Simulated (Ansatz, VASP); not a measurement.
## One calculation of CdH2, two programs

```
Cd H
1.0
     3.29550    0.00000    0.00000
     0.00000    3.29550    0.00000
     0.00000    0.00000    4.21289
Cd H
1 2
Direct
  0.00000 0.00000 0.50000
  0.50000 0.50000 0.50000
  0.00000 0.00000 0.00000
```

Alike in both runs: task relaxation of cell and atoms; functional PBE; k mesh 6 × 6 × 4; occupations gaussian, width 0.1 eV; no spin polarisation.

|  | VASP | Ansatz |
| --- | --- | --- |
| version | VASP 6.6.1 | Ansatz 0.2.0 |
| potentials or method | VASP PAW PBE potentials, release 64 (Cd, H), cutoff 600 eV | scalar-relativistic, plane waves, PAW |
| valence electrons in the cell | 14 | 22 |

Ansatz gave:

| Quantity | Value |
| --- | --- |
| gap on the k mesh at the Fermi level, each at its own relaxed structure (eV) | none |
| relaxed volume (Å³/atom) | 12.38 |
| relaxed cell length with the largest relative difference (Å) | 3.163 |

Problem. What did VASP give for the same quantities?

Solution. gap on the k mesh at the Fermi level, each at its own relaxed structure (eV): none; relaxed volume (Å³/atom): 12.49; relaxed cell length with the largest relative difference (Å): 3.175.

A gap of «none» marks a metal or a gap that the smearing closes. VASP's potentials hold 14 valence electrons a cell and Ansatz's 22, so a difference there can come from the potentials and not from the codes.

The k mesh is coarse, so the values compare programs but aren't converged. Noted on VASP's run: the volume moved by over 15 % at a fixed basis, so the end points are rough.
